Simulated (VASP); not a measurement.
# B (Im-3m) in VASP: notebook, part 2 of 2

VASP 6.6.1. The steps go on from the part before.

## 3. Single point, PBE (volume scaled by 0.88)

Contents of INCAR:

```
PREC = Accurate
ENCUT = 520
EDIFF = 1E-7
ISMEAR = -1
SIGMA = 0.1
LREAL = False
LASPH = True
NELM = 60
ALGO = Normal
ISIF = 2
LWAVE = False
LCHARG = False
GGA = PE
NBANDS = 8
```

Contents of KPOINTS:

```
regular mesh
0
Gamma
  21 21 21
```

Contents of POSCAR:

```
B
1.0
   -1.1058295389      1.1058295389      1.1058295389
    1.1058295389     -1.1058295389      1.1058295389
    1.1058295389      1.1058295389     -1.1058295389
B
1
Direct
    0.0000000000      0.0000000000      0.0000000000
```

Potentials or basis: VASP PAW PBE potentials, release 64 (B).

Launch:

```console
cat potpaw_PBE.64/B/POTCAR > POTCAR
mpirun -np 1 vasp_std > vasp.out
```

OUTCAR:

```text
PREC = Accurate
   ENCUT = 520
   EDIFF = 1E-7
   ISMEAR = -1
   LREAL = False
   LASPH = True
   NELM = 60
   ISIF = 2
   GGA = PE

 ion  position               nearest neighbor table
   1  0.000  0.000  0.000-

  LATTYP: Found a body centered cubic cell.
 ALAT       =     2.2116590778

  Lattice vectors:

 A1 = (  -1.1058295389,   1.1058295389,   1.1058295389)
 A2 = (   1.1058295389,  -1.1058295389,   1.1058295389)
 A3 = (   1.1058295389,   1.1058295389,  -1.1058295389)

Analysis of symmetry for initial positions (statically):
=====================================================================
 Subroutine PRICEL returns:
 Original cell was already a primitive cell.

 Routine SETGRP: Setting up the symmetry group for a
 body centered cubic supercell.

 Subroutine GETGRP returns: Found 48 space group operations
 (whereof 48 operations were pure point group operations)
 out of a pool of 48 trial point group operations.

The static configuration has the point symmetry O_h .

Analysis of symmetry for dynamics (positions and initial velocities):
=====================================================================
 Subroutine PRICEL returns:
 Original cell was already a primitive cell.

 Routine SETGRP: Setting up the symmetry group for a
 body centered cubic supercell.

 Subroutine GETGRP returns: Found 48 space group operations
 (whereof 48 operations were pure point group operations)
 out of a pool of 48 trial point group operations.

The dynamic configuration has the point symmetry O_h .

 Subroutine INISYM returns: Found 48 space group operations
 (whereof 48 operations are pure point group operations),
 and found     1 'primitive' translations

----------------------------------------------------------------------------------------

                                     Primitive cell

  volume of cell :       5.4091

  direct lattice vectors                    reciprocal lattice vectors
    -1.105829539  1.105829539  1.105829539     0.000000000  0.452149253  0.452149253
     1.105829539 -1.105829539  1.105829539     0.452149253  0.000000000  0.452149253
     1.105829539  1.105829539 -1.105829539     0.452149253  0.452149253  0.000000000

  length of vectors
     1.915352946  1.915352946  1.915352946     0.639435606  0.639435606  0.639435606

  position of ions in fractional coordinates (direct lattice)
     0.000000000  0.000000000  0.000000000

  ion indices of the primitive-cell ions
   primitive index   ion index
                 1           1

----------------------------------------------------------------------------------------

 KPOINTS: regular mesh

Automatic generation of k-mesh.
 Grid dimensions read from file:
 generate k-points for:   21   21   21

 Generating k-lattice:

  Cartesian coordinates                     Fractional coordinates (reciprocal lattice)
     0.000000000  0.021530917  0.021530917     0.047619048  0.000000000  0.000000000
     0.021530917  0.000000000  0.021530917     0.000000000  0.047619048  0.000000000
     0.021530917  0.021530917  0.000000000     0.000000000  0.000000000  0.047619048

  Length of vectors
     0.030449315  0.030449315  0.030449315

  Shift w.r.t. Gamma in fractional coordinates (k-lattice)
     0.000000000  0.000000000  0.000000000

 Subroutine IBZKPT returns following result:
 ===========================================

 Found    286 irreducible k-points:

 Following reciprocal coordinates:
            Coordinates               Weight
  0.000000  0.000000  0.000000      1.000000
  0.047619  0.000000  0.000000     12.000000
  0.095238  0.000000  0.000000     12.000000
  0.142857  0.000000  0.000000     12.000000
  0.190476  0.000000  0.000000     12.000000
  0.238095  0.000000  0.000000     12.000000
[... 16 lines left out ...]
  0.142857  0.095238  0.000000     48.000000
  0.190476  0.095238  0.000000     48.000000
 [... further k-points ...]
   k-points           NKPTS =    286   k-points in BZ     NKDIM =    286   number of bands    NBANDS=      8
   number of dos      NEDOS =    301   number of ions     NIONS =      1
   total plane-waves  NPLWV =   2744
   dimension x,y,z NGX =    14 NGY =   14 NGZ =   14
   dimension x,y,z NGXF=    28 NGYF=   28 NGZF=   28
   ions per type =               1
   NGX,Y,Z   is equivalent  to a cutoff of  12.15, 12.15, 12.15 a.u.
   NGXF,Y,Z  is equivalent  to a cutoff of  24.30, 24.30, 24.30 a.u.
 SYSTEM =  unknown system
   PREC   = accura    normal or accurate (medium, high low for compatibility)
   ISTART =      0    job   : 0-new  1-cont  2-samecut
   ICHARG =      2    charge: 1-file 2-atom 10-const
   ISPIN  =      1    spin polarized calculation?
   LNONCOLLINEAR =      F non collinear calculations
   LSORBIT =      F    spin-orbit coupling
   LASPH  =      T    aspherical Exc in radial PAW
   ENCUT  =  520.0 eV  38.22 Ry    6.18 a.u.   3.56  3.56  3.56*2*pi/ulx,y,z
   NELM   =     60;   NELMIN=  2; NELMDL= -5     # of ELM steps
   EDIFF  = 0.1E-06   stopping-criterion for ELM
   LREAL  =      F    real-space projection
   EDIFFG = 0.1E-05   stopping-criterion for IOM
   NSW    =      0    number of steps for IOM
   IBRION =     -1    ionic relax: 0-MD 1-quasi-New 2-CG
   NFREE  =      0    steps in history (QN), initial steepest desc. (CG)
   ISIF   =      2    stress and relaxation
   ISYM   =      2    0-nonsym 1-usesym 2-fastsym
   POTIM  = 0.5000    time-step for ionic-motion
   TEBEG  =    0.0;   TEEND  =   0.0 temperature during run
   PSTRESS=    0.0 pullay stress
   NELECT =       3.0000    total number of electrons
   NUPDOWN=      -1.0000    fix difference up-down
   EMIN   =  10.00;   EMAX   =-10.00  energy-range for DOS
   EFERMI =   0.00;   METHOD = LEGACY
   ISMEAR =    -1;   SIGMA  =   0.10  broadening in eV -4-tet -1-fermi 0-gaus
   EFERMI_NEDOS =   21; number of points for ismear=-14 and -15
   IALGO  =     38    algorithm
   IMIX   =      4    mixing-type and parameters
     AMIX     =   0.40;   BMIX     =  1.00
     AMIX_MAG =   1.60;   BMIX_MAG =  1.00
  volume/ion in A,a.u.               =       5.41        36.50
  Fermi-wavevector in a.u.,A,eV,Ry     =   1.345056  2.541787 24.615333  1.809176
  Thomas-Fermi vector in A             =   2.473000
   LORBIT       =      0    0 simple, 1 ext, 2 COOP (PROOUT), +10 PAW based schemes
   GGA     = PE    functional components
   LHFCALC =     F    Hartree Fock is set to
   AEXX    =    0.0000 exact exchange contribution
   IVDW    =     0    specifies the selected vdW correction
   LEPSILON=     F    determine dielectric tensor
   LRPA    =     F    only Hartree local field effects (RPA)
 non-spin polarized calculation
  energy-cutoff  :      520.00
  volume of cell :        5.41
 maximum number of plane-waves:       153
   NGX =  7   NGY =  7   NGZ =  7

 number of electron       3.0000000 magnetization

 Free energy of the ion-electron system (eV)
  ---------------------------------------------------
  ext. energy  EPLUGINS =         0.00000000
  ---------------------------------------------------
  free energy    TOTEN  =        -4.91596212 eV

  energy without entropy =       -4.90962150  energy(sigma->0) =       -4.91279181

 E-fermi :  11.6019     XC(G=0): -13.3957

 val. band max:       11.5981477557   @ k =   0.3333   0.0952  -0.0000
 cond. band min:      11.6570402308   @ k =  -0.3810   0.3810   0.0952
 fundamental gap:      0.0588924751
 Fermi energy:        11.6019320595

 k-point     1 :       0.0000    0.0000    0.0000
  band No.  band energies     occupation
      1      -8.5908      2.00000
      2      29.0315      0.00000
      3      29.0315      0.00000
      4      29.0315      0.00000
      5      47.9775      0.00000
      6      47.9775      0.00000
      7      47.9775      0.00000
      8      52.0168      0.00000
[... 243 lines left out ...]
 k-point    24 :       0.1905    0.0952    0.0000
  band No.  band energies     occupation
      1      -5.5367      2.00000
      2      20.3262      0.00000
      3      23.1500      0.00000
      4      26.3464      0.00000
      5      40.0087      0.00000
      6      40.3843      0.00000
      7      49.0291      0.00000
      8      55.8132      0.00000

 [... further k-points ...]

------------------------ aborting loop because EDIFF is reached ----------------------------------------

  FORCE on cell =-STRESS in cart. coord.  units (eV):
  Direction    XX          YY          ZZ          XY          YZ          ZX
  --------------------------------------------------------------------------------------
  -------------------------------------------------------------------------------------
  Total        1.2720387      1.2720387      1.2720387      0.0000000      0.0000000      0.0000000
  in kB      376.7787130    376.7787130    376.7787130      0.0000000      0.0000000      0.0000000
  external PRESSURE =     376.7787130 kB  Pullay stress =       0.0000000 kB

 VOLUME and BASIS-vectors are now :
 -----------------------------------------------------------------------------
  energy-cutoff  :      520.00
  volume of cell :        5.41
      direct lattice vectors                 reciprocal lattice vectors
    -1.105829539  1.105829539  1.105829539     0.000000000  0.452149253  0.452149253
     1.105829539 -1.105829539  1.105829539     0.452149253  0.000000000  0.452149253
     1.105829539  1.105829539 -1.105829539     0.452149253  0.452149253  0.000000000

 POSITION                                       TOTAL-FORCE (eV/Angst)
 -----------------------------------------------------------------------------------
      0.00000      0.00000      0.00000         0.000000     -0.000000      0.000000
 -----------------------------------------------------------------------------------
    total drift:                               -0.000000      0.000000      0.000000

  FREE ENERGIE OF THE ION-ELECTRON SYSTEM (eV)
  ---------------------------------------------------
  free  energy   TOTEN  =        -4.9159621227 eV

  energy  without entropy=       -4.9096215009  energy(sigma->0) =       -4.91279181
```

stdout:

```text
POSCAR found type information on POSCAR B
 POSCAR found :  1 types and       1 ions
 scaLAPACK will be used
 LDA part: xc-table for (Slater+PW92), standard interpolation
 POSCAR, INCAR and KPOINTS ok, starting setup
 FFT: planning ... GRIDC
 FFT: planning ... GRID_SOFT
 FFT: planning ... GRID
 WAVECAR not read
 entering main loop
```

Run time: 6.2 s. Hardware: 1 thread of Intel Xeon Platinum 8259CL at 2.50GHz (Skylake/Cascade Lake), shared host; peak memory 0.11 GiB.

What came out:

```yaml
Free_energy: -4.9160 eV
Pressure: 37.7 GPa
```

## 4. Single point, PBE (volume scaled by 0.92)

INCAR, as its differences from that of step 3:

```diff
@@ -2,3 +2,3 @@
 ENCUT = 520
-EDIFF = 1E-7
+EDIFF = 1E-6
 ISMEAR = -1
@@ -7,3 +7,3 @@
 LASPH = True
-NELM = 60
+NELM = 100
 ALGO = Normal
```

Contents of KPOINTS:

```
Automatic mesh
0
Gamma
  21 21 21
```

Contents of POSCAR:

```
B
1.0
   -1.1223368911      1.1223368911      1.1223368911
    1.1223368911     -1.1223368911      1.1223368911
    1.1223368911      1.1223368911     -1.1223368911
B
1
Direct
    0.0000000000      0.0000000000      0.0000000000
```

Launch:

```console
cat potpaw_PBE.64/B/POTCAR > POTCAR
mpirun -np 1 vasp_std > vasp.out
```

Run time: 6.6 s. Hardware: 1 thread of Intel Xeon Platinum 8259CL at 2.50GHz (Skylake/Cascade Lake), shared host; peak memory 0.11 GiB.

It converged, with:

```yaml
Free_energy: -4.9619 eV
Pressure: 22.4 GPa
```

Levels at points of the mesh, in eV from the Fermi level:
| k point | band 1 | band 2 | band 3 | band 4 |
| --- | --- | --- | --- | --- |
| (0.00, 0.00, 0.00) | -19.64 | 16.75 | 16.75 | 16.75 |

## 5. Overview

| cell | k mesh | gap on the mesh (eV) | pressure (GPa) |
| --- | --- | --- | --- |
| a = 1.999 Å, angles 109.5°, 1 atom | 18 × 18 × 18 | none | -0.1 |
| a = 1.915 Å, angles 109.5°, 1 atom | 21 × 21 × 21 | none | 37.7 |
| a = 1.944 Å, angles 109.5°, 1 atom | 21 × 21 × 21 | none | 22.4 |

Alike in all rows: task single point; level PBE; potentials or basis VASP PAW PBE potentials, release 64 (B); no spin polarisation; cutoff (eV) 520; smearing fermi-dirac 0.1 eV.

Absolute energies hang on the potentials; compare differences alone.
